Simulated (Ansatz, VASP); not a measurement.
## One calculation of Li3Mg3B2N6, two programs

Contents of INCAR:

```
SYSTEM = Li3Mg3B2N6
ALGO = Fast
DIPOL = 0.5 0.5 0.500
EDIFF = 1E-7
ENCUT = 520
GGA = PS
IDIPOL = 3
ISIF = 2
ISMEAR = 0
LASPH = .TRUE.
LCHARG = .FALSE.
LDIPOL = .TRUE.
LREAL = .FALSE.
LWAVE = .FALSE.
NBANDS = 38
NELM = 80
PREC = Accurate
SIGMA = 0.05
```

Contents of KPOINTS:

```
k-points
0
G
  7 7 1
  0 0 0
```

Contents of POSCAR:

```
Li3Mg3B2N6
1.0
    3.7791680991      0.0000000000      0.0000000000
    0.0000000000      3.7791680991      0.0000000000
    0.0000000000      0.0000000000     25.5870566249
N Li Mg B
6 3 3 2
Direct
    0.5000000000      0.5000000000      0.2931169501
    0.0000000000      0.0000000000      0.3610739756
    0.0000000000      0.0000000000      0.4660214873
    0.5000000000      0.5000000000      0.5339785127
    0.5000000000      0.5000000000      0.6389260244
    0.0000000000      0.0000000000      0.7068830499
    0.0000000000      0.5000000000      0.3270954628
    0.5000000000      0.0000000000      0.5000000000
    0.0000000000      0.5000000000      0.6729045372
    0.5000000000      0.0000000000      0.3270954628
    0.0000000000      0.5000000000      0.5000000000
    0.5000000000      0.0000000000      0.6729045372
    0.0000000000      0.0000000000      0.4135477314
    0.5000000000      0.5000000000      0.5864522686
```

Input for Ansatz:

```yaml
crystal:
  lattice:
    - [3.7791680991, 0.0, 0.0]
    - [0.0, 3.7791680991, 0.0]
    - [0.0, 0.0, 25.5870566249]
  atoms:
    - { symbol: "N", position: [0.5, 0.5, 0.2931169501] }
    - { symbol: Li, position: [0.0, 0.5, 0.3270954628] }
    - { symbol: Mg, position: [0.5, 0.0, 0.3270954628] }
    - { symbol: "N", position: [0.0, 0.0, 0.3610739756] }
    - { symbol: B, position: [0.0, 0.0, 0.4135477314] }
    - { symbol: "N", position: [0.0, 0.0, 0.4660214873] }
    - { symbol: Li, position: [0.5, 0.0, 0.5] }
    - { symbol: Mg, position: [0.0, 0.5, 0.5] }
    - { symbol: "N", position: [0.5, 0.5, 0.5339785127] }
    - { symbol: B, position: [0.5, 0.5, 0.5864522686] }
    - { symbol: "N", position: [0.5, 0.5, 0.6389260244] }
    - { symbol: Li, position: [0.0, 0.5, 0.6729045372] }
    - { symbol: Mg, position: [0.5, 0.0, 0.6729045372] }
    - { symbol: "N", position: [0.0, 0.0, 0.7068830499] }
basis:
  ecutwfc: 420
kpoints:
  mp_grid: { grid: [7, 7, 1] }
hamiltonian:
  xc: pbesol
scf:
  occupations: { method: gaussian, width: 0.05 }
output:
  forces: true
  stress: true
  eigenvalues: true
  write_density: true
  write_potential: true
  elf: true
  volumetric_format: npy
efield:
  axis: 3
  dipole_correction: true
  ramp_width: 0.04
```

Alike in both runs: task single point; functional PBEsol; k mesh 7 × 7 × 1; occupations gaussian, width 0.05 eV; no spin polarisation.

|  | VASP | Ansatz |
| --- | --- | --- |
| version | VASP 6.6.1 | Ansatz 0.2.0 |
| potentials or method | VASP PAW PBE potentials, release 64 (N, Li_sv, Mg, B), cutoff 520 eV | scalar-relativistic, plane waves, PAW |
| valence electrons in the cell | 51 | 75 |

Ansatz gave:

| Property | Result |
| --- | --- |
| gap on the k mesh at the Fermi level (eV) | none |
| rms of the force components (eV/Å) | 0.405 |

Which values does VASP return?

gap on the k mesh at the Fermi level (eV): none; rms of the force components (eV/Å): 0.406.

VASP's potentials were made for PBE, not for PBEsol. A gap of «none» marks a metal or a gap that the smearing closes. VASP's potentials hold 51 valence electrons a cell and Ansatz's 75, so a difference there can come from the potentials and not from the codes. Ansatz's warnings: xc potential rough in thin density.

Noted on VASP's run: the cutoff is under 1.25 times that of the potentials, so the pressure is a little rough.
